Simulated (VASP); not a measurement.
Ni:

```
CELL_PARAMETERS angstrom
0.00000 2.29622 2.29622
2.29622 0.00000 2.29622
2.29622 2.29622 0.00000
ATOMIC_POSITIONS crystal
Ni 0.50000 0.50000 0.50000
Ni 0.75000 0.75000 0.75000
```

```yaml
Program: VASP 6.6.1
Task: relaxation of cell and atoms
Functional: PBEsol
Potentials_or_basis: VASP PAW PBE potentials, release 64 (Ni)
Cutoff: 600 eV
k_mesh: 6 × 6 × 6
Occupations: gaussian, width 0.1 eV
Spin: collinear spin, ferromagnetic start
Starting_moments: "[0.81, 0.81] μB"
```

At the start: pressure 49.3 GPa; volume 12.11 Å³/atom.

**Question.** Where does the relaxation end?

**Answer.** Over 4 steps the energy falls by 435.5 meV/atom and the volume is 15.70 Å³/atom (+29.7 %); space group Fd-3m (No. 227, to 0.05 Å); moment 1.61 μB per cell.

Step by step:
```tsv
step	energy change (eV)	largest force (eV/Å)	pressure (GPa)	volume (Å³)
1	0.0000	0.0000	49.29	24.21
2	-0.4053	0.0000	-14.31	39.75
3	-0.8707	0.0000	-0.46	31.56
4	-0.8709	0.0000	0.02	31.40
```

Final structure:
```
CELL_PARAMETERS angstrom
0.00000 2.50406 2.50406
2.50406 0.00000 2.50406
2.50406 2.50406 0.00000
ATOMIC_POSITIONS crystal
Ni 0.50000 0.50000 0.50000
Ni 0.75000 0.75000 0.75000
```

Caveat: the k points lie up to 0.36 Å⁻¹ apart in the final cell; the volume moved by over 15 % at a fixed basis, so the end points are rough; the PAW data sets were made with another functional, which shifts forces and pressure a little.
